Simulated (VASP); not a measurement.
# WC in VASP: notebook, part 2 of 2

VASP 6.6.1.

### 4 Single point, PBE+D3(BJ)

Input file INCAR:

```
  ALGO = Normal
  EDIFF = 1E-6
  ENCUT = 520
  GGA = PE
  ISIF = 2
  ISMEAR = -1
  IVDW = 12
  LASPH = True
  LCHARG = False
  LREAL = Auto
  LWAVE = False
  NBANDS = 86
  NELM = 80
  PREC = Accurate
  SIGMA = 0.05
```

Input file KPOINTS:

```
k-points
0
Gamma
  2 2 1
```

Input file POSCAR:

```
WC
1.0
    5.8116600000      0.0000000000      0.0000000000
   -2.9058300000      5.0330450000      0.0000000000
    0.0000000000      0.0000000000     15.2564750000
W C
8 8
Direct
    0.0000000000      0.0000000000      0.0655459403
   -0.0004039191      0.0065566670      0.2528893470
    0.0000003458      0.4999955295      0.0655459403
   -0.0026900388      0.5031149135      0.2541216107
    0.4999948380      0.0000000000      0.0655459403
    0.4967268488      0.0088813035      0.2539118637
    0.4999951838      0.4999955295      0.0655459403
    0.4967979565      0.5015850246      0.2508246499
    0.3244124330      0.1635590383      0.1526564950
    0.3264006535      0.1783413421      0.3251144186
    0.3235158722      0.6559448604      0.1545245543
    0.3214135764      0.6673296186      0.3228858567
    0.8366705405      0.1692613517      0.1520403632
    0.8191459189      0.1777452814      0.3253569386
    0.8320738584      0.6634353557      0.1517847340
    0.8427289900      0.6853306497      0.3248063527
```

Potentials or basis: VASP PAW PBE potentials, release 64 (W_sv, C).

Command:

```bash
$ cat potpaw_PBE.64/W_sv/POTCAR potpaw_PBE.64/C/POTCAR > POTCAR
$ mpirun -np 1 vasp_std > vasp.out
```

OUTCAR:

```text
EDIFF = 1E-6
   ENCUT = 520
   GGA = PE
   ISIF = 2
   ISMEAR = -1
   IVDW = 12
   LASPH = True
   LREAL = Auto
   NELM = 80
   PREC = Accurate
 IVDW          = 12

 ion  position               nearest neighbor table
   1  0.000  0.000  0.066-   9 2.11  13 2.13  15 2.14   2 2.86   5 2.91   3 2.91   7 2.91   7 2.91
                             3 2.91   5 2.91
   2  1.000  0.007  0.253-  16 1.95  10 1.98  14 2.09   9 2.24  13 2.25  15 2.32   1 2.86   6 2.88
                             8 2.88   4 2.89   4 2.92   8 2.93   6 2.93
   3  0.000  0.500  0.066-  11 2.12  13 2.12  15 2.12   4 2.88   7 2.91   1 2.91   5 2.91   5 2.91
                             1 2.91   7 2.91
   4  0.997  0.503  0.254-  12 1.94  14 1.97  16 2.01  11 2.24  15 2.26  13 2.29   3 2.88   6 2.89
                             2 2.89   8 2.90   8 2.91   2 2.92   6 2.92
   5  0.500  0.000  0.066-  13 2.15   9 2.16  11 2.20   6 2.87   1 2.91   7 2.91   3 2.91   3 2.91
                             7 2.91   1 2.91
   6  0.497  0.009  0.254-  14 1.96  12 2.02  10 2.03   9 2.26  13 2.31  11 2.34   8 2.86   5 2.87
                             2 2.88   4 2.89   4 2.92   2 2.93   8 2.95
   7  0.500  0.500  0.066-  15 2.13   9 2.15  11 2.16   8 2.83   3 2.91   5 2.91   1 2.91   1 2.91
                             5 2.91   3 2.91
   8  0.497  0.502  0.251-  10 1.98  12 2.04  16 2.08  11 2.21  15 2.27   9 2.27   7 2.83   6 2.86
                             2 2.88   4 2.90   4 2.91   2 2.93   6 2.95
   9  0.324  0.164  0.153-   1 2.11   7 2.15   5 2.16   2 2.24   6 2.26   8 2.27
  10  0.326  0.178  0.325-   2 1.98   8 1.98   6 2.03
  11  0.324  0.656  0.155-   3 2.12   7 2.16   5 2.20   8 2.21   4 2.24   6 2.34
  12  0.321  0.667  0.323-   4 1.94   6 2.02   8 2.04
  13  0.837  0.169  0.152-   3 2.12   1 2.13   5 2.15   2 2.25   4 2.29   6 2.31
  14  0.819  0.178  0.325-   6 1.96   4 1.97   2 2.09
  15  0.832  0.663  0.152-   3 2.12   7 2.13   1 2.14   4 2.26   8 2.27   2 2.32
  16  0.843  0.685  0.325-   2 1.95   4 2.01   8 2.08

  LATTYP: Found a hexagonal cell.
 ALAT       =     5.8116600000
 C/A-ratio  =     2.6251492689

  Lattice vectors:

 A1 = (   5.8116600000,   0.0000000000,   0.0000000000)
 A2 = (  -2.9058300000,   5.0330450000,   0.0000000000)
 A3 = (   0.0000000000,   0.0000000000,  15.2564750000)

Analysis of symmetry for initial positions (statically):
=====================================================================
 Subroutine PRICEL returns:
 Original cell was already a primitive cell.

 Routine SETGRP: Setting up the symmetry group for a
 hexagonal supercell.

 Subroutine GETGRP returns: Found  1 space group operations
 (whereof  1 operations were pure point group operations)
 out of a pool of 24 trial point group operations.

The static configuration has the point symmetry C_1 .

Analysis of symmetry for dynamics (positions and initial velocities):
=====================================================================
 Subroutine PRICEL returns:
 Original cell was already a primitive cell.

 Routine SETGRP: Setting up the symmetry group for a
 hexagonal supercell.

 Subroutine GETGRP returns: Found  1 space group operations
 (whereof  1 operations were pure point group operations)
 out of a pool of 24 trial point group operations.

The dynamic configuration has the point symmetry C_1 .

 Subroutine INISYM returns: Found  1 space group operations
 (whereof  1 operations are pure point group operations),
 and found     1 'primitive' translations

----------------------------------------------------------------------------------------
[... 83 lines left out ...]
   number of dos      NEDOS =    301   number of ions     NIONS =     16
   total plane-waves  NPLWV = 276480
   dimension x,y,z NGX =    48 NGY =   48 NGZ =  120
   dimension x,y,z NGXF=    96 NGYF=   96 NGZF=  240
   ions per type =               8   8
   NGX,Y,Z   is equivalent  to a cutoff of  13.73, 13.73, 13.08 a.u.
   NGXF,Y,Z  is equivalent  to a cutoff of  27.46, 27.46, 26.15 a.u.
 SYSTEM =  unknown system
   PREC   = accura    normal or accurate (medium, high low for compatibility)
   ISTART =      0    job   : 0-new  1-cont  2-samecut
   ICHARG =      2    charge: 1-file 2-atom 10-const
   ISPIN  =      1    spin polarized calculation?
   LNONCOLLINEAR =      F non collinear calculations
   LSORBIT =      F    spin-orbit coupling
   LASPH  =      T    aspherical Exc in radial PAW
   ENCUT  =  520.0 eV  38.22 Ry    6.18 a.u.  10.81 10.81 28.37*2*pi/ulx,y,z
   NELM   =     80;   NELMIN=  2; NELMDL= -5     # of ELM steps
   EDIFF  = 0.1E-05   stopping-criterion for ELM
   LREAL  =      T    real-space projection
   EDIFFG = 0.1E-04   stopping-criterion for IOM
   NSW    =      0    number of steps for IOM
   IBRION =     -1    ionic relax: 0-MD 1-quasi-New 2-CG
   NFREE  =      0    steps in history (QN), initial steepest desc. (CG)
   ISIF   =      2    stress and relaxation
   ISYM   =      2    0-nonsym 1-usesym 2-fastsym
   POTIM  = 0.5000    time-step for ionic-motion
   TEBEG  =    0.0;   TEEND  =   0.0 temperature during run
   PSTRESS=    0.0 pullay stress
   NELECT =     144.0000    total number of electrons
   NUPDOWN=      -1.0000    fix difference up-down
   EMIN   =  10.00;   EMAX   =-10.00  energy-range for DOS
   EFERMI =   0.00;   METHOD = LEGACY
   ISMEAR =    -1;   SIGMA  =   0.05  broadening in eV -4-tet -1-fermi 0-gaus
   EFERMI_NEDOS =   21; number of points for ismear=-14 and -15
   IALGO  =     38    algorithm
   IMIX   =      4    mixing-type and parameters
     AMIX     =   0.40;   BMIX     =  1.00
     AMIX_MAG =   1.60;   BMIX_MAG =  1.00
  volume/ion in A,a.u.               =      27.89       188.22
  Fermi-wavevector in a.u.,A,eV,Ry     =   1.122881  2.121938 17.155080  1.260863
  Thomas-Fermi vector in A             =   2.259544
   LORBIT       =      0    0 simple, 1 ext, 2 COOP (PROOUT), +10 PAW based schemes
   GGA     = PE    functional components
   LHFCALC =     F    Hartree Fock is set to
   AEXX    =    0.0000 exact exchange contribution
   IVDW    =    12    specifies the selected vdW correction
   LEPSILON=     F    determine dielectric tensor
   LRPA    =     F    only Hartree local field effects (RPA)
 non-spin polarized calculation
  energy-cutoff  :      520.00
  volume of cell :      446.26
 maximum number of plane-waves:     12032
 NGX is ok and might be reduce to    48
   NGX = 21   NGY = 21   NGZ = 57

 number of electron     143.9999998 magnetization

 Free energy of the ion-electron system (eV)
  ---------------------------------------------------
  ext. energy  EPLUGINS =         0.00000000
  ---------------------------------------------------
  free energy    TOTEN  =      -162.45967473 eV

  energy without entropy =     -162.32029668  energy(sigma->0) =     -162.38998571

 E-fermi :   0.8584     XC(G=0):  -6.4016

 val. band max:        0.8534494051   @ k =   0.0000   0.5000   0.0000
 cond. band min:       0.8645440086   @ k =   0.0000   0.0000   0.0000
 fundamental gap:      0.0110946035
 Fermi energy:         0.8584202405

 k-point     1 :       0.0000    0.0000    0.0000
  band No.  band energies     occupation
      1     -73.3581      2.00000
      2     -73.3082      2.00000
      3     -73.2987      2.00000
      4     -73.2947      2.00000
      5     -73.0306      2.00000
      6     -72.9867      2.00000
[... 337 lines left out ...]
     83       2.8224      0.00000
     84       3.0160      0.00000
 [bands above 84 left out]

------------------------ aborting loop because EDIFF is reached ----------------------------------------

 Edisp (eV)   -4.69030

 E8    (eV) :    -2.2196

  FORCE on cell =-STRESS in cart. coord.  units (eV):
  Direction    XX          YY          ZZ          XY          YZ          ZX
  --------------------------------------------------------------------------------------
  -------------------------------------------------------------------------------------
  Total       2.88501     2.69816     3.80149     1.44893    -1.24850     2.19989
  in kB      10.35791     9.68710    13.64832     5.20203    -4.48243     7.89815
  external pressure =       11.23 kB  Pullay stress =        0.00 kB

 VOLUME and BASIS-vectors are now :
 -----------------------------------------------------------------------------
  energy-cutoff  :      520.00
  volume of cell :      446.26
      direct lattice vectors                 reciprocal lattice vectors
     5.811660000  0.000000000  0.000000000     0.172067877  0.099343439  0.000000000
    -2.905830000  5.033045000  0.000000000     0.000000000  0.198686878  0.000000000
     0.000000000  0.000000000 15.256475000     0.000000000  0.000000000  0.065545940

 POSITION                                       TOTAL-FORCE (eV/Angst)
 -----------------------------------------------------------------------------------
      0.00000      0.00000      1.00000        -0.299893     -0.085433      0.031467
      5.79026      0.03300      3.85820        -0.553933     -0.050900     -0.221955
     -1.45290      2.51650      1.00000        -0.039285     -0.084530      0.186545
      4.33406      2.53220      3.87700        -0.379821      0.015128     -1.181144
      2.90580      0.00000      1.00000        -0.044056     -0.171629      0.473934
      2.86100      0.04470      3.87380         0.271841     -1.095159     -0.780846
[... 8 lines left out ...]
      2.90790      3.33910      2.31570        -0.255475      0.261397     -0.223747
      2.90620      3.44930      4.95540        -0.957901     -0.688986      0.392288
 -----------------------------------------------------------------------------------
    total drift:                               -0.002341     -0.009492      0.007233

  FREE ENERGIE OF THE ION-ELECTRON SYSTEM (eV)
  ---------------------------------------------------
  free  energy   TOTEN  =      -167.1499785596 eV

  energy  without entropy=     -167.0106005167  energy(sigma->0) =     -167.08028954
```

Wall time 4.3 min (1 thread of Intel Xeon 6975P-C (Granite Rapids), shared host); peak memory 0.59 GiB.

What came out:

- Free energy: -167.1500 eV
- Largest force: 1.453 eV/Å
- Band gap on the k mesh: zero (bands 72 and 73 overlap by 0.21 eV)
- Dispersion energy per atom: -0.293 eV

Forces on the atoms (eV/Å):
```
W   -0.300 -0.085  0.031
W   -0.554 -0.051 -0.222
W   -0.039 -0.085  0.187
W   -0.380  0.015 -1.181
W   -0.044 -0.172  0.474
W    0.272 -1.095 -0.781
W   -0.114  0.040 -0.044
W    0.540  0.800  0.878
C    0.486  0.238 -0.455
C    0.112 -0.035  0.616
C    0.199  0.787 -0.957
C    0.810  0.696  0.986
C   -0.477 -0.236 -0.413
C    0.702 -0.390  0.712
C   -0.255  0.261 -0.224
C   -0.958 -0.689  0.392
```

Levels at points of the mesh, in eV from the Fermi level:
```csv
k point,band 68,band 69,band 70,band 71,band 72,band 73,band 74,band 75,band 76,band 77
"(0.00, 0.00, 0.00)",-1.23,0.01,0.06,0.08,0.10,0.13,1.05,1.32,1.42,1.61
"(0.50, 0.00, 0.00)",-1.40,-1.33,-1.24,-0.71,-0.60,0.03,0.07,0.96,0.97,1.23
"(0.00, 0.50, 0.00)",-1.43,-1.29,-1.21,-0.69,-0.59,-0.01,0.07,0.99,1.00,1.23
"(0.50, 0.50, 0.00)",-1.37,-1.30,-1.24,-0.68,-0.57,-0.11,-0.05,0.98,1.01,1.24
```

Caveat: the k points lie up to 0.62 Å⁻¹ apart; spin-orbit coupling is left out, which moves the levels of the heavy elements.

### 5 Single point, PBE+D3(BJ)

Input file INCAR:

```
PREC = Accurate ; ENCUT = 520
EDIFF = 1E-7 ; ISMEAR = -1
SIGMA = 0.05 ; LREAL = Auto
LASPH = T ; NELM = 60
ALGO = Normal ; ISIF = 2
LWAVE = F ; LCHARG = F
GGA = PE ; IVDW = 12
NBANDS = 86
```

Input file KPOINTS:

```
Automatic mesh
0
Gamma
  2 2 1
```

Input file POSCAR:

```
WC
1.0
    5.8116600000      0.0000000000      0.0000000000
   -2.9058300000      5.0330450000      0.0000000000
    0.0000000000      0.0000000000     15.2564750000
W C
8 8
Direct
    0.0000000000      0.0000000000      0.0655459403
    0.0175117830     -0.0109873844      0.2531974129
    0.0000003458      0.4999955295      0.0655459403
    0.0212168372      0.4996180245      0.2498217970
    0.4999948380      0.0000000000      0.0655459403
    0.5188640363      0.0034968891      0.2506083483
    0.4999951838      0.4999955295      0.0655459403
    0.5154514897      0.4999359235      0.2494612943
    0.3364593242      0.1639762808      0.1572643746
    0.3554148501      0.1718442811      0.3261500445
    0.3371153270      0.6849332760      0.1510375103
    0.3372195704      0.6626008708      0.3251930738
    0.8508800884      0.1801295240      0.1518175070
    0.8511428852      0.1498893811      0.3236199712
    0.8279869596      0.6626604769      0.1467901334
    0.8338858672      0.6491299005      0.3255535764
```

Command:

```bash
$ cat potpaw_PBE.64/W_sv/POTCAR potpaw_PBE.64/C/POTCAR > POTCAR
$ mpirun -np 1 vasp_std > vasp.out
```

It took 4.6 min on 1 thread of Intel Xeon 6975P-C (Granite Rapids), shared host; peak memory 0.59 GiB.

Results (log left out):

```yaml
Free_energy: -166.8842 eV
Largest_force: 2.127 eV/Å
Band_gap_on_the_k_mesh: zero (bands 72 and 73 overlap by 0.23 eV)
Dispersion_energy_per_atom: -0.293 eV
```

Forces on the atoms (eV/Å):
```
W    0.391  0.278 -0.059
W   -0.580  0.651  0.140
W    0.287  0.102 -0.911
W   -1.236 -0.362  1.693
W    0.144  0.662 -0.302
W    0.069 -0.478  1.187
W   -0.277 -0.230 -0.517
W   -0.557  0.283  1.477
C    0.114  0.226 -1.794
C   -0.240 -0.437 -0.295
C    0.775 -1.067 -0.205
C    0.702  0.037 -0.416
C   -0.215 -1.031 -0.303
C   -0.563  0.800 -0.010
C    0.537  0.380  0.806
C    0.648  0.187 -0.490
```

Levels at points of the mesh, in eV from the Fermi level:
| k point | band 70 | band 71 | band 72 | band 73 | band 74 | band 75 | band 76 | band 77 |
| --- | --- | --- | --- | --- | --- | --- | --- | --- |
| (0.00, 0.00, 0.00) | 0.05 | 0.09 | 0.13 | 0.17 | 1.13 | 1.31 | 1.33 | 1.54 |
| (0.50, 0.00, 0.00) | -1.21 | -0.62 | -0.56 | 0.07 | 0.24 | 1.01 | 1.04 | 1.26 |
| (0.00, 0.50, 0.00) | -1.23 | -0.67 | -0.59 | -0.06 | -0.01 | 0.94 | 0.99 | 1.26 |
| (0.50, 0.50, 0.00) | -1.12 | -0.69 | -0.56 | -0.09 | -0.02 | 0.99 | 1.02 | 1.24 |

Caveat: the k points lie up to 0.62 Å⁻¹ apart; the atoms stand as in a frame of molecular dynamics; spin-orbit coupling is left out, which moves the levels of the heavy elements.

### 6 Single point, PBE+D3(BJ)

Input file INCAR:

```
PREC = Accurate
ENCUT = 520
EDIFF = 1E-6
ISMEAR = -1
SIGMA = 0.05
LREAL = Auto
LASPH = T
NELM = 100
ALGO = Normal
ISIF = 2
LWAVE = F
LCHARG = F
GGA = PE
IVDW = 12
NBANDS = 86
```

KPOINTS is that of step 5.

Input file POSCAR:

```
WC
1.0
    5.8116600000      0.0000000000      0.0000000000
   -2.9058300000      5.0330450000      0.0000000000
    0.0000000000      0.0000000000     15.2564750000
W C
8 8
Direct
    0.0000000000      0.0000000000      0.0655459403
    0.0048125532      0.0123781925      0.2575562179
    0.0000003458      0.4999955295      0.0655459403
    0.0208228289      0.5186522274      0.2575693271
    0.4999948380      0.0000000000      0.0655459403
    0.5007564863      0.0176632635      0.2600731820
    0.4999951838      0.4999955295      0.0655459403
    0.5080816511      0.5195065810      0.2561994170
    0.3187373909      0.1704137356      0.1546228732
    0.3366845179      0.1805666351      0.3320819521
    0.3305198270      0.6723961340      0.1544786722
    0.3398431832      0.6900792661      0.3323769088
    0.8135179337      0.1597442503      0.1545442181
    0.8508642334      0.1909380902      0.3316755673
    0.8260410165      0.6834431244      0.1496544910
    0.8556122538      0.7050403881      0.3291520486
```

Potentials or basis: VASP PAW PBE potentials, release 64 (W_sv, C).

Command:

```bash
$ cat potpaw_PBE.64/W_sv/POTCAR potpaw_PBE.64/C/POTCAR > POTCAR
$ mpirun -np 1 vasp_std > vasp.out
```

OUTCAR:

```text
PREC = Accurate
   ENCUT = 520
   EDIFF = 1E-6
   ISMEAR = -1
   LREAL = Auto
   LASPH = T
   NELM = 100
   ISIF = 2
   GGA = PE
   IVDW = 12
 IVDW          = 12

 ion  position               nearest neighbor table
   1  0.000  0.000  0.066-  15 2.05   9 2.10  13 2.21   5 2.91   3 2.91   7 2.91   7 2.91   3 2.91
                             5 2.91   2 2.93
   2  0.005  0.012  0.258-  16 1.89  10 2.02  14 2.02   9 2.23  13 2.32  15 2.34   6 2.87   8 2.88
                             4 2.90   4 2.92   1 2.93   8 2.94   6 2.95
   3  0.000  0.500  0.066-  11 2.15  13 2.19  15 2.21   7 2.91   1 2.91   5 2.91   5 2.91   1 2.91
                             7 2.91   4 2.93
[... 576 lines left out ...]
  Total      -2.15556    -0.24280    -7.43350     0.83803    -4.55029     1.22166
  in kB      -7.73902    -0.87171   -26.68818     3.00873   -16.33672     4.38606
  external pressure =      -11.77 kB  Pullay stress =        0.00 kB

 VOLUME and BASIS-vectors are now :
 -----------------------------------------------------------------------------
  energy-cutoff  :      520.00
  volume of cell :      446.26
      direct lattice vectors                 reciprocal lattice vectors
     5.811660000  0.000000000  0.000000000     0.172067877  0.099343439  0.000000000
    -2.905830000  5.033045000  0.000000000     0.000000000  0.198686878  0.000000000
     0.000000000  0.000000000 15.256475000     0.000000000  0.000000000  0.065545940

 POSITION                                       TOTAL-FORCE (eV/Angst)
 -----------------------------------------------------------------------------------
      0.00000      0.00000      1.00000        -0.680692      0.679335      0.445298
     -0.00800      0.06230      3.92940        -0.345153      1.294774     -1.179951
     -1.45290      2.51650      1.00000        -0.368613      0.029807      1.096481
     -1.38610      2.61040      3.92960        -2.367831     -0.665939     -0.169262
      2.90580      0.00000      1.00000        -0.526263      0.236410      1.022625
      2.85890      0.08890      3.96780         1.328671      0.098872     -1.166102
[... 8 lines left out ...]
      2.81470      3.43980      2.28320         0.939729     -1.048407      0.535453
      2.92380      3.54850      5.02170        -0.157009     -2.118645      0.364658
 -----------------------------------------------------------------------------------
    total drift:                               -0.006148      0.008548      0.008693

  FREE ENERGIE OF THE ION-ELECTRON SYSTEM (eV)
  ---------------------------------------------------
  free  energy   TOTEN  =      -166.7788987446 eV

  energy  without entropy=     -166.6589160616  energy(sigma->0) =     -166.71890740
```

stdout:

```text
POSCAR found type information on POSCAR W C
 POSCAR found :  2 types and      16 ions
 scaLAPACK will be used
 LDA part: xc-table for (Slater+PW92), standard interpolation
 POSCAR, INCAR and KPOINTS ok, starting setup
 FFT: planning ... GRIDC
 FFT: planning ... GRID_SOFT
 FFT: planning ... GRID
 WAVECAR not read
 entering main loop
```

It took 4.3 min on 1 thread of Intel Xeon 6975P-C (Granite Rapids), shared host; peak memory 0.6 GiB.

Results:

```yaml
Free_energy: -166.7789 eV
Largest_force: 2.466 eV/Å
Band_gap_on_the_k_mesh: zero (bands 72 and 73 overlap by 0.27 eV)
Dispersion_energy_per_atom: -0.290 eV
```

Forces on the atoms (eV/Å):
```
W   -0.681  0.679  0.445
W   -0.345  1.295 -1.180
W   -0.369  0.030  1.096
W   -2.368 -0.666 -0.169
W   -0.526  0.236  1.023
W    1.329  0.099 -1.166
W   -0.596  0.094  0.552
W    0.442 -0.567  0.679
C    1.151  0.328 -0.592
C   -0.073  1.023 -0.074
C    0.266 -0.059 -0.637
C    0.720 -0.315  0.135
C    0.837  0.888 -0.651
C   -0.569  0.103 -0.361
C    0.940 -1.048  0.535
C   -0.157 -2.119  0.365
```

Caveat: the k points lie up to 0.62 Å⁻¹ apart; the atoms stand as in a frame of molecular dynamics; spin-orbit coupling is left out, which moves the levels of the heavy elements.

### 7 Summary

| cell | gap on the mesh (eV) | largest force (eV/Å) |
| --- | --- | --- |
| as given, atomic positions A | none | 1.44 |
| as given, atomic positions B | none | 1.45 |
| as given, atomic positions C | none | 1.45 |
| as given, atomic positions D | none | 2.13 |
| as given, atomic positions E | none | 2.47 |

Alike in all rows: task single point; level PBE+D3(BJ); potentials or basis VASP PAW PBE potentials, release 64 (W_sv, C); no spin polarisation; k mesh 2 × 2 × 1; cutoff (eV) 520; smearing fermi-dirac 0.05 eV.

Caveats: all runs use coarse meshes; spin-orbit coupling is left out, which moves the levels of the heavy elements; the atoms stand as in a frame of molecular dynamics (at least some runs).

Absolute energies hang on the potentials; compare differences alone.
